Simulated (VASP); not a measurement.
# Cu3N (Pm-3m) in VASP: a series of runs, part 2 of 3

VASP 6.6.1. Earlier steps stand in the parts before.

## 3. Relaxation of cell and atoms, PBE, target pressure 15 GPa, at which the enthalpy is minimised

This run uses another cell than the first one, of 12.62 Å³/atom.

Contents of INCAR:

```
SYSTEM = Cu3N
PREC = Accurate ; ENCUT = 600
EDIFF = 1E-7 ; ISMEAR = 0
SIGMA = 0.1 ; LREAL = .FALSE.
LASPH = .TRUE. ; NELM = 120
ALGO = Normal ; ISIF = 3
LWAVE = .FALSE. ; LCHARG = .FALSE.
GGA = PE ; IBRION = 2
NSW = 70 ; EDIFFG = -0.008
PSTRESS = 150.0 ; GGA_COMPAT = .FALSE.
NELMIN = 4
```

Contents of KPOINTS:

```
Automatic mesh
0
G
  12 12 12
  0 0 0
```

Contents of POSCAR:

```
Cu3N
1.0
    3.6962285890      0.0000000000      0.0000000000
    0.0000000000      3.6962285890      0.0000000000
    0.0000000000      0.0000000000      3.6962285890
Cu N
3 1
Direct
    0.5000000000      0.0000000000      0.0000000000
    0.0000000000      0.5000000000      0.0000000000
    0.0000000000      0.0000000000      0.5000000000
    0.0000000000      0.0000000000      0.0000000000
```

Potentials or basis: VASP PAW PBE potentials, release 64 (Cu, N).

Started as:

```console
> cat potpaw_PBE.64/Cu/POTCAR potpaw_PBE.64/N/POTCAR > POTCAR
> mpirun -np 1 vasp_std > vasp.out
```

OUTCAR:

```text
SYSTEM = Cu3N
   PREC = Accurate
   ENCUT = 600
   EDIFF = 1E-7
   ISMEAR = 0
   LREAL = .FALSE.
   LASPH = .TRUE.
   NELM = 120
   ISIF = 3
   GGA = PE
   IBRION = 2
   NSW = 70
   EDIFFG = -0.008
   PSTRESS = 150.0
   NELMIN = 4

 ion  position               nearest neighbor table
   1  0.500  0.000  0.000-   4 1.85   4 1.85   2 2.61   3 2.61   2 2.61   2 2.61   3 2.61   3 2.61
                             3 2.61   2 2.61
   2  0.000  0.500  0.000-   4 1.85   4 1.85   1 2.61   3 2.61   1 2.61   3 2.61   3 2.61   3 2.61
                             1 2.61   1 2.61
   3  0.000  0.000  0.500-   4 1.85   4 1.85   1 2.61   1 2.61   2 2.61   2 2.61   2 2.61   2 2.61
                             1 2.61   1 2.61
   4  0.000  0.000  0.000-   1 1.85   2 1.85   3 1.85   3 1.85   2 1.85   1 1.85

  LATTYP: Found a simple cubic cell.
 ALAT       =     3.6962285890

  Lattice vectors:

 A1 = (   3.6962285890,   0.0000000000,   0.0000000000)
 A2 = (   0.0000000000,   3.6962285890,   0.0000000000)
[... 261 lines left out ...]

 number of electron      38.0000050 magnetization

 Free energy of the ion-electron system (eV)
  ---------------------------------------------------
  ext. energy  EPLUGINS =         0.00000000
  ---------------------------------------------------
  free energy    TOTEN  =       -18.15522084 eV

  energy without entropy =      -18.15400583  energy(sigma->0) =      -18.15461334

 E-fermi :   5.9123     XC(G=0): -11.2575

 val. band max:        5.8833598854   @ k =   0.5000   0.5000   0.4167
 cond. band min:       5.9233165966   @ k =   0.5000   0.5000   0.5000
 fundamental gap:      0.0399567113
 Fermi energy:         5.9122809845

 k-point     1 :       0.0000    0.0000    0.0000
  band No.  band energies     occupation
      1     -11.7694      2.00000
      2       0.0644      2.00000
      3       0.6141      2.00000
      4       0.6141      2.00000
      5       0.6141      2.00000
      6       1.5181      2.00000
[... 613 lines left out ...]
     22      10.8092      0.00000
     23      11.7312      0.00000

 [... further k-points ...]
[... 5 lines left out ...]
  --------------------------------------------------------------------------------------
  -------------------------------------------------------------------------------------
  Total        4.7520782      4.7520782      4.7520782     -0.0000000      0.0000000     -0.0000000
  in kB      149.8139040    149.8139040    149.8139040     -0.0000000      0.0000000     -0.0000000
  external PRESSURE =      -0.1860960 kB  Pullay stress =     150.0000000 kB
[... 23 lines left out ...]
  energy  without entropy=      -18.1540058316  energy(sigma->0) =      -18.15461334

  enthalpy is  TOTEN    =       -13.3972397456 eV   P V=        4.7579810950

 reached required accuracy - stopping structural energy minimisation
```

OSZICAR:

```text
N       E                     dE             d eps       ncg     rms          rms(c)
DAV:   1     0.305177288370E+03    0.30518E+03   -0.19611E+04  3872   0.299E+03
DAV:   2     0.140422577670E+02   -0.29114E+03   -0.28365E+03  3864   0.438E+02
DAV:   3    -0.217394739962E+02   -0.35782E+02   -0.34927E+02  5519   0.189E+02
[... 31 lines left out ...]
DAV:   6    -0.181552206309E+02    0.65423E-04   -0.25833E-04  6271   0.271E-01    0.582E-03
DAV:   7    -0.181552217807E+02   -0.11498E-05   -0.22549E-05  5005   0.376E-02    0.329E-03
DAV:   8    -0.181552213155E+02    0.46523E-06   -0.11371E-06  5244   0.127E-02    0.257E-03
DAV:   9    -0.181552208480E+02    0.46751E-06   -0.34491E-07  4082   0.772E-03    0.463E-04
DAV:  10    -0.181552208406E+02    0.73451E-08   -0.11862E-07  2558   0.288E-03
   3 F= -.13397240E+02 E0= -.13396632E+02  d E =-.113016E-02
```

It took 3.9 min on 1 thread of Intel Xeon Platinum 8259CL at 2.50GHz (Skylake/Cascade Lake), shared host; peak memory 0.24 GiB.

What came out:

| Property | Result |
| --- | --- |
| Free energy | -18.1552 eV |
| Relaxed volume | 12.71 Å³/atom |
| Relaxed cell | a = 3.704 Å, b = 3.704 Å, c = 3.704 Å, α = 90.00°, β = 90.00°, γ = 90.00° |
| Space group after relaxing (to 0.1 Å) | Pm-3m (No. 221) |
| Energy change on relaxing (the run minimises the enthalpy) | -7.8 meV/atom |
| Ionic steps | 3 |
| Pressure after relaxing | 15.0 GPa |
| Band gap on the k mesh | zero (bands 19 and 20 overlap by 0.08 eV) |

Step by step:
```csv
step,energy change (eV),largest force (eV/Å),pressure (GPa),volume (Å³)
1,0.0000,0.0000,16.08,50.50
2,-0.0585,0.0000,13.95,51.12
3,-0.0313,0.0000,14.98,50.82
```

Final structure:
```cif
data_structure
_symmetry_space_group_name_H-M 'P 1'
_symmetry_Int_Tables_number 1
_cell_length_a 3.7041
_cell_length_b 3.7041
_cell_length_c 3.7041
_cell_angle_alpha 90.000
_cell_angle_beta 90.000
_cell_angle_gamma 90.000
_cell_volume 50.82
loop_
_atom_site_label
_atom_site_type_symbol
_atom_site_fract_x
_atom_site_fract_y
_atom_site_fract_z
_atom_site_occupancy
Cu1 Cu 0.50000 0.00000 0.00000 1
Cu2 Cu 0.00000 0.50000 0.00000 1
Cu3 Cu 0.00000 0.00000 0.50000 1
N1 N 0.00000 0.00000 0.00000 1
```

Levels at points of the mesh, in eV from the Fermi level:
```tsv
k point	band 15	band 16	band 17	band 18	band 19	band 20	band 21	band 22	band 23
(0.00, 0.00, 0.00)	-2.65	-2.05	-2.05	-2.05	-2.00	1.26	5.66	5.66	6.74
(0.50, 0.00, 0.00)	-2.64	-2.45	-2.05	-1.60	-1.60	1.84	3.43	7.37	7.41
(0.50, 0.50, 0.00)	-2.70	-2.40	-1.20	-1.20	-0.79	-0.07	3.95	5.04	5.04
(0.50, 0.50, 0.50)	-2.10	-2.10	0.01	0.01	0.01	0.53	0.53	0.53	6.15
```

Caveat: the cell is relaxed towards a set pressure, so the run minimises the enthalpy, not the energy; semilocal functionals underestimate gaps, and a narrow one can read as zero. With open d or f shells a metallic result of PBE can be an artefact of self-interaction; +U or a hybrid may open a gap.

## 4. Relaxation of cell and atoms, PBE, target pressure 8 GPa, at which the enthalpy is minimised

This run uses another cell than the first one, of 13.18 Å³/atom.

Contents of INCAR:

```
SYSTEM = Cu3N
ALGO     = Normal         ! electronic algorithm
EDIFF    = 1E-7           ! SCF threshold, eV
EDIFFG   = -0.008         ! ionic threshold
ENCUT    = 600            ! plane-wave cutoff, eV
GGA      = PE             ! functional
GGA_COMPAT= .False.      
IBRION   = 2              ! ionic algorithm
ISIF     = 3              ! what is computed and relaxed
ISMEAR   = 0              ! smearing method
LASPH    = .True.         ! aspherical terms in the spheres
LCHARG   = .False.        ! write CHGCAR
LREAL    = .False.        ! projectors in reciprocal space
LWAVE    = .False.        ! write WAVECAR
NELM     = 120            ! most SCF steps
NELMIN   = 4            
NSW      = 70             ! ionic steps
PREC     = Accurate       ! precision mode
PSTRESS  = 80.0         
SIGMA    = 0.01           ! smearing width, eV
```

Contents of KPOINTS:

```
k-points
0
Gamma
  10 10 10
  0 0 0
```

Contents of POSCAR:

```
Cu3N
1.0
    3.7493868840      0.0000000000      0.0000000000
    0.0000000000      3.7493868840      0.0000000000
    0.0000000000      0.0000000000      3.7493868840
Cu N
3 1
Direct
    0.5000000000      0.0000000000      0.0000000000
    0.0000000000      0.5000000000      0.0000000000
    0.0000000000      0.0000000000      0.5000000000
    0.0000000000      0.0000000000      0.0000000000
```

Potentials or basis: VASP PAW PBE potentials, release 64 (Cu, N).

Started as:

```console
> cat potpaw_PBE.64/Cu/POTCAR potpaw_PBE.64/N/POTCAR > POTCAR
> mpirun -np 1 vasp_std > vasp.out
```

OUTCAR:

```text
SYSTEM = Cu3N
   EDIFF = 1E-7
   EDIFFG = -0.008
   ENCUT = 600
   GGA = PE
   IBRION = 2
   ISIF = 3
   ISMEAR = 0
   LASPH = .True.
   LREAL = .False.
   NELM = 120
   NELMIN = 4
   NSW = 70
   PREC = Accurate
   PSTRESS = 80.0

 ion  position               nearest neighbor table
   1  0.500  0.000  0.000-   4 1.87   4 1.87   2 2.65   3 2.65   2 2.65   2 2.65   3 2.65   3 2.65
                             3 2.65   2 2.65
   2  0.000  0.500  0.000-   4 1.87   4 1.87   1 2.65   3 2.65   1 2.65   3 2.65   3 2.65   3 2.65
                             1 2.65   1 2.65
   3  0.000  0.000  0.500-   4 1.87   4 1.87   1 2.65   1 2.65   2 2.65   2 2.65   2 2.65   2 2.65
                             1 2.65   1 2.65
   4  0.000  0.000  0.000-   1 1.87   2 1.87   3 1.87   3 1.87   2 1.87   1 1.87

  LATTYP: Found a simple cubic cell.
 ALAT       =     3.7493868840

  Lattice vectors:

 A1 = (   3.7493868840,   0.0000000000,   0.0000000000)
 A2 = (   0.0000000000,   3.7493868840,   0.0000000000)
 A3 = (   0.0000000000,   0.0000000000,   3.7493868840)

Analysis of symmetry for initial positions (statically):
=====================================================================
 Subroutine PRICEL returns:
 Original cell was already a primitive cell.

 Routine SETGRP: Setting up the symmetry group for a
 simple cubic supercell.

 Subroutine GETGRP returns: Found 48 space group operations
 (whereof 48 operations were pure point group operations)
 out of a pool of 48 trial point group operations.

The static configuration has the point symmetry O_h .

Analysis of symmetry for dynamics (positions and initial velocities):
=====================================================================
 Subroutine PRICEL returns:
 Original cell was already a primitive cell.

 Routine SETGRP: Setting up the symmetry group for a
 simple cubic supercell.

 Subroutine GETGRP returns: Found 48 space group operations
 (whereof 48 operations were pure point group operations)
 out of a pool of 48 trial point group operations.

The dynamic configuration has the point symmetry O_h .

 Subroutine INISYM returns: Found 48 space group operations
 (whereof 48 operations are pure point group operations),
 and found     1 'primitive' translations

----------------------------------------------------------------------------------------

                                     Primitive cell

  volume of cell :      52.7085

  direct lattice vectors                    reciprocal lattice vectors
     3.749386884  0.000000000  0.000000000     0.266710273  0.000000000  0.000000000
     0.000000000  3.749386884  0.000000000     0.000000000  0.266710273  0.000000000
     0.000000000  0.000000000  3.749386884     0.000000000  0.000000000  0.266710273

  length of vectors
     3.749386884  3.749386884  3.749386884     0.266710273  0.266710273  0.266710273

  position of ions in fractional coordinates (direct lattice)
     0.500000000  0.000000000  0.000000000
     0.000000000  0.500000000  0.000000000
     0.000000000  0.000000000  0.500000000
     0.000000000  0.000000000  0.000000000
[... 28 lines left out ...]

 Subroutine IBZKPT returns following result:
 ===========================================

 Found     56 irreducible k-points:

 Following reciprocal coordinates:
            Coordinates               Weight
  0.000000  0.000000  0.000000      1.000000
  0.100000  0.000000  0.000000      6.000000
  0.200000  0.000000  0.000000      6.000000
  0.300000  0.000000  0.000000      6.000000
  0.400000  0.000000  0.000000      6.000000
  0.500000  0.000000  0.000000      3.000000
[... 16 lines left out ...]
  0.200000  0.100000  0.100000     24.000000
  0.300000  0.100000  0.100000     24.000000
 [... further k-points ...]
   k-points           NKPTS =     56   k-points in BZ     NKDIM =     56   number of bands    NBANDS=     23
   number of dos      NEDOS =    301   number of ions     NIONS =      4
   total plane-waves  NPLWV =  27000
   dimension x,y,z NGX =    30 NGY =   30 NGZ =   30
   dimension x,y,z NGXF=    60 NGYF=   60 NGZF=   60
   ions per type =               3   1
   NGX,Y,Z   is equivalent  to a cutoff of  13.30, 13.30, 13.30 a.u.
   NGXF,Y,Z  is equivalent  to a cutoff of  26.60, 26.60, 26.60 a.u.
 SYSTEM =  Cu3N
   PREC   = accura    normal or accurate (medium, high low for compatibility)
   ISTART =      0    job   : 0-new  1-cont  2-samecut
   ICHARG =      2    charge: 1-file 2-atom 10-const
   ISPIN  =      1    spin polarized calculation?
   LNONCOLLINEAR =      F non collinear calculations
   LSORBIT =      F    spin-orbit coupling
   LASPH  =      T    aspherical Exc in radial PAW
   ENCUT  =  600.0 eV  44.10 Ry    6.64 a.u.   7.49  7.49  7.49*2*pi/ulx,y,z
   NELM   =    120;   NELMIN=  4; NELMDL= -5     # of ELM steps
   EDIFF  = 0.1E-06   stopping-criterion for ELM
   LREAL  =      F    real-space projection
   EDIFFG = -.8E-02   stopping-criterion for IOM
   NSW    =     70    number of steps for IOM
   IBRION =      2    ionic relax: 0-MD 1-quasi-New 2-CG
   NFREE  =      1    steps in history (QN), initial steepest desc. (CG)
   ISIF   =      3    stress and relaxation
   ISYM   =      2    0-nonsym 1-usesym 2-fastsym
   POTIM  = 0.5000    time-step for ionic-motion
   TEBEG  =    0.0;   TEEND  =   0.0 temperature during run
   PSTRESS=   80.0 pullay stress
   NELECT =      38.0000    total number of electrons
   NUPDOWN=      -1.0000    fix difference up-down
   EMIN   =  10.00;   EMAX   =-10.00  energy-range for DOS
   EFERMI =   0.00;   METHOD = LEGACY
   ISMEAR =     0;   SIGMA  =   0.01  broadening in eV -4-tet -1-fermi 0-gaus
   EFERMI_NEDOS =   21; number of points for ismear=-14 and -15
   IALGO  =     38    algorithm
   IMIX   =      4    mixing-type and parameters
     AMIX     =   0.40;   BMIX     =  1.00
     AMIX_MAG =   1.60;   BMIX_MAG =  1.00
  volume/ion in A,a.u.               =      13.18        88.92
  Fermi-wavevector in a.u.,A,eV,Ry     =   1.467943  2.774009 29.318593  2.154856
  Thomas-Fermi vector in A             =   2.583500
   LORBIT       =      0    0 simple, 1 ext, 2 COOP (PROOUT), +10 PAW based schemes
   GGA     = PE    functional components
   LHFCALC =     F    Hartree Fock is set to
   AEXX    =    0.0000 exact exchange contribution
   IVDW    =     0    specifies the selected vdW correction
   LEPSILON=     F    determine dielectric tensor
   LRPA    =     F    only Hartree local field effects (RPA)
 conjugate gradient relaxation of ions
 non-spin polarized calculation
 Gauss-broadening in eV      SIGMA  =   0.01
  energy-cutoff  :      600.00
  volume of cell :       52.71
 maximum number of plane-waves:      1791
 NGX is ok and might be reduce to    30
   NGX = 15   NGY = 15   NGZ = 15

--------------------------------------- Ionic step        1  -------------------------------------------

 number of electron      38.0000056 magnetization

 Free energy of the ion-electron system (eV)
  ---------------------------------------------------
  ext. energy  EPLUGINS =         0.00000000
  ---------------------------------------------------
  free energy    TOTEN  =       -18.29527003 eV

  energy without entropy =      -18.29526931  energy(sigma->0) =      -18.29526967

------------------------ aborting loop because EDIFF is reached ----------------------------------------

  FORCE on cell =-STRESS in cart. coord.  units (eV):
  Direction    XX          YY          ZZ          XY          YZ          ZX
  --------------------------------------------------------------------------------------
  -------------------------------------------------------------------------------------
  Total        2.9367408      2.9367408      2.9367408     -0.0000000     -0.0000000      0.0000000
  in kB       89.2679222     89.2679222     89.2679222     -0.0000000     -0.0000000      0.0000000
  external PRESSURE =       9.2679222 kB  Pullay stress =      80.0000000 kB
[... 67 lines left out ...]
--------------------------------------- Ionic step        3  -------------------------------------------

 number of electron      38.0000047 magnetization

 Free energy of the ion-electron system (eV)
  ---------------------------------------------------
  ext. energy  EPLUGINS =         0.00000000
  ---------------------------------------------------
  free energy    TOTEN  =       -18.31236111 eV

  energy without entropy =      -18.31236111  energy(sigma->0) =      -18.31236111

 E-fermi :   5.4559     XC(G=0): -11.0280

 val. band max:        5.4257702048   @ k =   0.5000   0.5000   0.5000
 cond. band min:       5.4859501333   @ k =   0.5000   0.5000   0.0000
 fundamental gap:      0.0601799285
 Fermi energy:         5.4558608393

 k-point     1 :       0.0000    0.0000    0.0000
  band No.  band energies     occupation
      1     -11.8330      2.00000
      2      -0.1233      2.00000
      3       0.3879      2.00000
      4       0.3879      2.00000
      5       0.3879      2.00000
      6       1.2978      2.00000
[... 613 lines left out ...]
     22      10.5415      0.00000
     23      11.9709      0.00000

 [... further k-points ...]
[... 5 lines left out ...]
  --------------------------------------------------------------------------------------
  -------------------------------------------------------------------------------------
  Total        2.6465574      2.6465574      2.6465574      0.0000000     -0.0000000      0.0000000
  in kB       79.9565343     79.9565343     79.9565343      0.0000000     -0.0000000      0.0000000
  external PRESSURE =      -0.0434657 kB  Pullay stress =      80.0000000 kB
[... 23 lines left out ...]
  energy  without entropy=      -18.3123611088  energy(sigma->0) =      -18.31236111

  enthalpy is  TOTEN    =       -15.6643649896 eV   P V=        2.6479961232

 reached required accuracy - stopping structural energy minimisation
```

Wall time 3.1 min (1 thread of Intel Xeon Platinum 8259CL at 2.50GHz (Skylake/Cascade Lake), shared host); peak memory 0.22 GiB.

What came out:

```
Free energy                                                : -18.3124 eV
Relaxed volume                                             : 13.26 Å³/atom
Relaxed cell                                               : a = 3.757 Å, b = 3.757 Å, c = 3.757 Å, α = 90.00°, β = 90.00°, γ = 90.00°
Space group after relaxing (to 0.1 Å)                      : Pm-3m (No. 221)
Energy change on relaxing (the run minimises the enthalpy) : -4.3 meV/atom
Ionic steps                                                : 3
Pressure after relaxing                                    : 8.0 GPa
Band gap on the k mesh                                     : 0.06 eV (least direct gap 0.61 eV)
```

Step by step:
```
step  energy change (eV)  largest force (eV/Å)  pressure (GPa)  volume (Å³)
   1              0.0000                0.0000            8.93        52.71
   2             -0.0295                0.0000            7.28        53.29
   3             -0.0171                0.0000            8.00        53.03
```

Final structure:
```yaml
crystal:
  lattice:
    - [3.75704, 0.00000, 0.00000]
    - [0.00000, 3.75704, 0.00000]
    - [0.00000, 0.00000, 3.75704]
  atoms:
    - { symbol: Cu, position: [0.50000, 0.00000, 0.00000] }
    - { symbol: Cu, position: [0.00000, 0.50000, 0.00000] }
    - { symbol: Cu, position: [0.00000, 0.00000, 0.50000] }
    - { symbol: N, position: [0.00000, 0.00000, 0.00000] }
```

Levels at points of the mesh, in eV from the valence-band top:
```tsv
k point	band 16	band 17	band 18	band 19	band 20	band 21	band 22	band 23
(0.00, 0.00, 0.00)	-1.94	-1.94	-1.94	-1.90	1.13	5.47	5.47	6.67
(0.50, 0.00, 0.00)	-2.32	-1.94	-1.50	-1.50	1.70	3.38	7.07	7.31
(0.50, 0.50, 0.00)	-2.27	-1.14	-1.14	-0.74	0.06	3.75	4.93	4.93
(0.50, 0.50, 0.50)	-1.98	0.00	0.00	0.00	0.67	0.67	0.67	6.14
```

Caveat: the cell is relaxed towards a set pressure, so the run minimises the enthalpy, not the energy; semilocal functionals underestimate gaps, and a narrow one can read as zero.

(Continued in part 3 of 3.)

The gap in the log of VASP goes by the Fermi energy; the results here count the filled bands.